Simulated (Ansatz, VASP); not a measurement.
**One calculation of Cu, two programs**

INCAR

```
PREC     = Accurate       # precision mode
ENCUT    = 520            # plane-wave cutoff, eV
EDIFF    = 1E-6           # SCF threshold, eV
ISMEAR   = 0              # smearing method
SIGMA    = 0.15           # smearing width, eV
LREAL    = F              # projectors in reciprocal space
LASPH    = T              # aspherical terms in the spheres
NELM     = 80             # most SCF steps
ALGO     = Fast           # electronic algorithm
ISIF     = 2              # what is computed and relaxed
LWAVE    = F              # write WAVECAR
LCHARG   = T              # write CHGCAR
GGA      = PE             # functional
LELF     = T              # ELF
LVHAR    = T            
NBANDS   = 18             # bands
```

File KPOINTS:

```
regular mesh
0
Gamma
  20 20 12
```

File POSCAR:

```
Cu
1.0
   -1.4732621048      1.4732621048      1.3819816208
    1.4732621048     -1.4732621048      1.3819816208
    2.9465242096      2.9465242096      0.0000000000
Cu
2
Direct
    0.0861625622     -0.1250198083      0.0000000000
    0.4138374378      0.6250198083      0.5000000000
```

Input for Ansatz:

```yaml
crystal:
  lattice:
    - [-1.4732621048, 1.4732621048, 1.3819816208]
    - [1.4732621048, -1.4732621048, 1.3819816208]
    - [2.9465242096, 2.9465242096, 0.0]
  atoms:
    - { symbol: Cu, position: [0.0861625622, -0.1250198083, 0.0] }
    - { symbol: Cu, position: [0.4138374378, 0.6250198083, 0.5] }
basis:
  ecutwfc: 520.0
kpoints:
  mp_grid: { grid: [20, 20, 12] }
hamiltonian:
  xc: pbe
  pseudopotentials: { kind: paw, azcp: { folder: soft_1 } }
scf:
  occupations: { method: gaussian, width: 0.15 }
output:
  forces: true
  stress: true
  eigenvalues: true
```

Change from the starting cell: mode 1 frozen in at -0.440 Å and mode 5 at -0.054 Å (largest displacements).

Alike in both runs: task single point; functional PBE; k mesh 20 × 20 × 12; occupations gaussian, width 0.15 eV; no spin polarisation.

```csv
,VASP,Ansatz
version,VASP 6.6.1,Ansatz 0.2.0
potentials or method,"VASP PAW PBE potentials, release 64 (Cu), cutoff 520 eV","scalar-relativistic, plane waves, PAW"
valence electrons in the cell,22,38
```

Ansatz gave:

- gap on the k mesh at the Fermi level (eV): none
- pressure (GPa): 2.5
- traceless stress, the component that is largest in VASP (GPa): -8.71
- rms of the force components (eV/Å): 0.311

**Question.** Which values does VASP return?

**Answer.** gap on the k mesh at the Fermi level (eV): none; pressure (GPa): 3.9; traceless stress, the component that is largest in VASP (GPa): -8.73; rms of the force components (eV/Å): 0.312.

Atom by atom the forces differ by 0.002 eV/Å (rms over components). A gap of «none» marks a metal or a gap that the smearing closes. VASP's potentials hold 22 valence electrons a cell and Ansatz's 38, so a difference there can come from the potentials and not from the codes.
